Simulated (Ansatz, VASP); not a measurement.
**BaHfO3: VASP beside Ansatz**

Contents of INCAR:

```
ALGO = Normal
EDIFF = 1E-6
ENCUT = 520
GGA = PS
ISIF = 2
ISMEAR = 0
LASPH = True
LCHARG = False
LREAL = False
LWAVE = False
NBANDS = 27
NELM = 100
PREC = Accurate
SIGMA = 0.05
```

Contents of KPOINTS:

```
k-points
0
Gamma
  6 6 6
```

Contents of POSCAR:

```
BaHfO3
1.0
    4.0391815530      0.0000000000      0.0000000000
    0.0000000000      4.0391815530      0.0000000000
    0.0000000000      0.0000000000      4.4439626697
Ba Hf O
1 1 3
Direct
    0.5000000000      0.5000000000      0.9964249600
    0.0000000000      0.0000000000      0.4978753300
    0.0000000000      0.5000000000      0.4988901400
    0.5000000000      0.0000000000      0.4988901400
    0.0000000000      0.0000000000      0.9979412200
```

Input for Ansatz:

```yaml
crystal:
  lattice:
    - [4.039181553, 0.0, 0.0]
    - [0.0, 4.039181553, 0.0]
    - [0.0, 0.0, 4.4439626697]
  atoms:
    - { symbol: Ba, position: [0.5, 0.5, 0.99642496] }
    - { symbol: Hf, position: [0.0, 0.0, 0.49787533] }
    - { symbol: O, position: [0.0, 0.5, 0.49889014] }
    - { symbol: O, position: [0.5, 0.0, 0.49889014] }
    - { symbol: O, position: [0.0, 0.0, 0.99794122] }
basis:
  ecutwfc: 420
kpoints:
  mp_grid: { grid: [6, 6, 6] }
hamiltonian:
  xc: pbesol
scf:
  occupations: { method: gaussian, width: 0.05 }
output:
  forces: true
  stress: true
  eigenvalues: true
```

Alike in both runs: task single point; functional PBEsol; k mesh 6 × 6 × 6; occupations gaussian, width 0.05 eV; no spin polarisation.

```csv
,VASP,Ansatz
version,VASP 6.6.1,Ansatz 0.2.0
potentials or method,"VASP PAW PBE potentials, release 64 (Ba_sv, Hf_pv, O), cutoff 520 eV","scalar-relativistic, plane waves, PAW"
valence electrons in the cell,38,54
```

```csv
,VASP,Ansatz,Ansatz less VASP
gap on the k mesh at the Fermi level (eV),3.22,3.30,+0.079
least direct gap on the mesh (eV),3.48,3.44,-0.036
pressure (GPa),0.7,1.0,+0.31
"traceless stress, the component that is largest in VASP (GPa)",-14.15,-14.15,0.000
rms of the force components (eV/Å),0.011,0.010,-0.0002
```

VASP's potentials were made for PBE, not for PBEsol. Atom by atom the forces differ by 0.002 eV/Å (rms over components). VASP's potentials hold 38 valence electrons a cell and Ansatz's 54, so a difference there can come from the potentials and not from the codes.

Spin-orbit coupling is off throughout.
